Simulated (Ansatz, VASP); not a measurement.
**Two plane-wave programs on ZrC**

File INCAR:

```
SYSTEM = ZrC
  PREC = Accurate
  ENCUT = 520
  EDIFF = 1E-8
  ISMEAR = -1
  SIGMA = 0.05
  LREAL = .FALSE.
  LASPH = .TRUE.
  NELM = 80
  ALGO = Normal
  ISIF = 2
  LWAVE = .FALSE.
  LCHARG = .FALSE.
  GGA = PE
  LEFG = .TRUE.
  NBANDS = 15
```

Contents of KPOINTS:

```
regular mesh
0
G
  15 15 15
  0 0 0
```

The input POSCAR:

```
ZrC
1.0
    0.0000000000      2.3026411936      2.3026411936
    2.3026411936      0.0000000000      2.3026411936
    2.3026411936      2.3026411936      0.0000000000
Zr C
1 1
Direct
    0.5000000000      0.5000000000      0.5000000000
    0.0000000000      0.0000000000      0.0000000000
```

Input for Ansatz:

```yaml
crystal:
  lattice:
    - [0.0, 2.3026411936, 2.3026411936]
    - [2.3026411936, 0.0, 2.3026411936]
    - [2.3026411936, 2.3026411936, 0.0]
  atoms:
    - { symbol: Zr, position: [0.5, 0.5, 0.5] }
    - { symbol: C, position: [0.0, 0.0, 0.0] }
kpoints:
  mp_grid: { grid: [15, 15, 15] }
scf:
  occupations: { method: fermi_dirac, width: 0.05 }
hamiltonian:
  xc: pbe
  pseudopotentials: { kind: paw }
output:
  forces: true
  stress: true
  eigenvalues: true
  efg: { contact_densities: true }
```

Change from the starting cell: volume scaled by 0.9405, PAW files.

Alike in both runs: task electric field gradients; functional PBE; k mesh 15 × 15 × 15; occupations fermi-dirac, width 0.05 eV; no spin polarisation.

|  | VASP | Ansatz |
| --- | --- | --- |
| version | VASP 6.6.1 | Ansatz 0.2.0 |
| potentials or method | VASP PAW PBE potentials, release 64 (Zr_sv, C) | PAW with Ansatz's default frozen-core files, scalar-relativistic |
| plane-wave cutoff (eV) | 520 | 420 |
| valence electrons in the cell | 16 | 16 |

|  | VASP | Ansatz | Ansatz less VASP |
| --- | --- | --- | --- |
| pressure (GPa) | 17.2 | 16.9 | -0.29 |
